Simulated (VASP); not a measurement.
Write the native input for VASP 6.6.1 that does the following.

```yaml
Task: single point
Functional: LDA
Potentials_or_basis: VASP PAW LDA potentials, release 64 (Mg)
Cutoff: 520 eV
k_mesh: 12 × 12 × 8
Occupations: fermi-dirac, width 0.15 eV
Spin: no spin polarisation
Dipole_correction: no
Further_INCAR_settings: ALGO = Normal; EDIFF = 1e-06; NBANDS = 9
```

The structure of Mg lies in POSCAR:

```
Mg
1.0
    3.1465162292      0.0000000000      0.0000000000
   -1.5732581146      2.7249629879      0.0000000000
    0.0000000000      0.0000000000      5.0492109286
Mg
2
Direct
    0.3333333333      0.6666666667      0.2500000000
    0.6666666667      0.3333333333      0.7500000000
```

These files were run (other wordings do the same):

INCAR

```
PREC = Accurate
ENCUT = 520
EDIFF = 1E-6
ISMEAR = -1
SIGMA = 0.15
LREAL = F
LASPH = T
NELM = 80
ALGO = Normal
ISIF = 2
LWAVE = F
LCHARG = T
GGA = CA
LELF = T
LVHAR = T
NBANDS = 9
```

KPOINTS

```
Automatic mesh
0
Gamma
  12 12 8
```

Potentials or basis: VASP PAW LDA potentials, release 64 (Mg).

Launch:

```console
$ cat potpaw_LDA.64/Mg/POTCAR > POTCAR
$ mpirun -np 1 vasp_std > vasp.out
```

It gave:

```yaml
Pressure: -0.3 GPa
Band_gap_on_the_k_mesh: zero (bands 2 and 3 overlap by 2.15 eV)
```

Wall time 9.4 s on 1 thread of Intel(R) Xeon(R) 6975P-C (Granite Rapids), on a shared host, peak memory 0.16 GiB.
